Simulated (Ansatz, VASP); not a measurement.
One calculation of AlN, two programs

Contents of INCAR:

```
SYSTEM = AlN
PREC     = Accurate       ! precision mode
ENCUT    = 520            ! plane-wave cutoff, eV
EDIFF    = 1E-6           ! SCF threshold, eV
ISMEAR   = 0              ! smearing method
SIGMA    = 0.05           ! smearing width, eV
LREAL    = .FALSE.        ! projectors in reciprocal space
LASPH    = .TRUE.         ! aspherical terms in the spheres
NELM     = 80             ! most SCF steps
ALGO     = Normal         ! electronic algorithm
ISIF     = 2              ! what is computed and relaxed
LWAVE    = .FALSE.        ! write WAVECAR
LCHARG   = .FALSE.        ! write CHGCAR
GGA      = PE             ! functional
IBRION   = 2              ! ionic algorithm
NSW      = 50             ! ionic steps
EDIFFG   = -0.01          ! ionic threshold
```

The input KPOINTS:

```
regular mesh
0
G
  9 9 6
  0 0 0
```

The input POSCAR:

```
AlN
1.0
    3.0986000000      0.0000000000      0.0000000000
   -1.5493000000      2.6834663162      0.0000000000
    0.0000000000      0.0000000000      5.0169562961
Al N
2 2
Direct
    0.3333333333      0.6666666667      0.0017290859
    0.6666666667      0.3333333333      0.5017290859
    0.3333333333      0.6666666667      0.3832709141
    0.6666666667      0.3333333333      0.8832709141
```

Input for Ansatz:

```yaml
crystal:
  lattice:
    - [3.0986, 0.0, 0.0]
    - [-1.5493, 2.6834663162, 0.0]
    - [0.0, 0.0, 5.0169562961]
  atoms:
    - { symbol: Al, position: [0.3333333333, 0.6666666667, 0.0017290859] }
    - { symbol: Al, position: [0.6666666667, 0.3333333333, 0.5017290859] }
    - { symbol: "N", position: [0.3333333333, 0.6666666667, 0.3832709141] }
    - { symbol: "N", position: [0.6666666667, 0.3333333333, 0.8832709141] }
basis:
  ecutwfc: 520.0
kpoints:
  mp_grid: { grid: [9, 9, 6] }
hamiltonian:
  xc: pbe
  pseudopotentials: { kind: paw, azcp: { folder: soft_1 } }
scf:
  occupations: { method: gaussian, width: 0.05 }
output:
  forces: true
  stress: true
  eigenvalues: true
relax:
  adjacent_minimum: "off"
  f_tol: 0.01
  max_steps: 30
```

Alike in both runs: task relaxation of the atoms; functional PBE; k mesh 9 × 9 × 6; occupations gaussian, width 0.05 eV; no spin polarisation.

|  | VASP | Ansatz |
| --- | --- | --- |
| version | VASP 6.6.1 | Ansatz 0.2.0 |
| potentials or method | VASP PAW PBE potentials, release 64 (Al, N), cutoff 520 eV | scalar-relativistic, plane waves, PAW |
| valence electrons in the cell | 16 | 16 |

|  | VASP | Ansatz | Ansatz less VASP |
| --- | --- | --- | --- |
| gap on the k mesh at the Fermi level, each at its own relaxed structure (eV) | 4.27 | 4.26 | -0.009 |

Ansatz's warnings: stress scf threshold loose.
